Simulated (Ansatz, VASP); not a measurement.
**SrTiO3: VASP beside Ansatz**

Contents of INCAR:

```
ALGO     = Normal         # electronic algorithm
EDIFF    = 1E-7           # SCF threshold, eV
ENCUT    = 520            # plane-wave cutoff, eV
GGA      = PS             # functional
ISIF     = 2              # what is computed and relaxed
ISMEAR   = 0              # smearing method
LASPH    = T              # aspherical terms in the spheres
LCHARG   = F              # write CHGCAR
LREAL    = F              # projectors in reciprocal space
LWAVE    = F              # write WAVECAR
NBANDS   = 28             # bands
NELM     = 80             # most SCF steps
PREC     = Accurate       # precision mode
SIGMA    = 0.05           # smearing width, eV
```

File KPOINTS:

```
k-points
0
Gamma
  8 8 8
```

POSCAR

```
SrTiO3
1.0
    3.8913815400      0.0000000000      0.0000000000
    0.0000000000      3.8913815400      0.0000000000
    0.0000000000      0.0000000000      3.8913815400
Sr Ti O
1 1 3
Direct
   -0.0347477560      0.0000000000      0.0000000000
    0.5709799619      0.5000000000      0.5000000000
   -0.0101993054      0.5000000000      0.5000000000
    0.4940677302      0.0000000000      0.5000000000
    0.4940677302      0.5000000000      0.0000000000
```

Input for Ansatz:

```yaml
crystal:
  lattice:
    - [3.89138154, 0.0, 0.0]
    - [0.0, 3.89138154, 0.0]
    - [0.0, 0.0, 3.89138154]
  atoms:
    - { symbol: Sr, position: [-0.034747756, 0.0, 0.0] }
    - { symbol: Ti, position: [0.5709799619, 0.5, 0.5] }
    - { symbol: O, position: [-0.0101993054, 0.5, 0.5] }
    - { symbol: O, position: [0.4940677302, 0.0, 0.5] }
    - { symbol: O, position: [0.4940677302, 0.5, 0.0] }
basis:
  ecutwfc: 520.0
kpoints:
  mp_grid: { grid: [8, 8, 8] }
hamiltonian:
  xc: pbesol
  pseudopotentials: { kind: paw, azcp: { folder: soft_1 } }
scf:
  occupations: { method: gaussian, width: 0.05 }
output:
  forces: true
  stress: true
  eigenvalues: true
```

Change from the starting cell: mode 1 frozen in at -0.093 Å and mode 7 at +0.224 Å (largest displacements).

Alike in both runs: task single point; functional PBEsol; k mesh 8 × 8 × 8; occupations gaussian, width 0.05 eV; no spin polarisation.

```csv
,VASP,Ansatz
version,VASP 6.6.1,Ansatz 0.2.0
potentials or method,"VASP PAW PBE potentials, release 64 (Sr_sv, Ti_sv, O), cutoff 520 eV","scalar-relativistic, plane waves, PAW"
valence electrons in the cell,40,40
```

Ansatz gave:

| Property | Result |
| --- | --- |
| gap on the k mesh at the Fermi level (eV) | 1.91 |
| least direct gap on the mesh (eV) | 2.61 |
| pressure (GPa) | 9.0 |
| traceless stress, the component that is largest in VASP (GPa) | 12.85 |
| rms of the force components (eV/Å) | 2.019 |

Task: Estimate VASP's values.

Result: gap on the k mesh at the Fermi level (eV): 1.87; least direct gap on the mesh (eV): 2.58; pressure (GPa): 9.9; traceless stress, the component that is largest in VASP (GPa): 13.45; rms of the force components (eV/Å): 2.119.

VASP's potentials were made for PBE, not for PBEsol, and Ansatz warns of the same on its side. Atom by atom the forces differ by 0.102 eV/Å (rms over components).
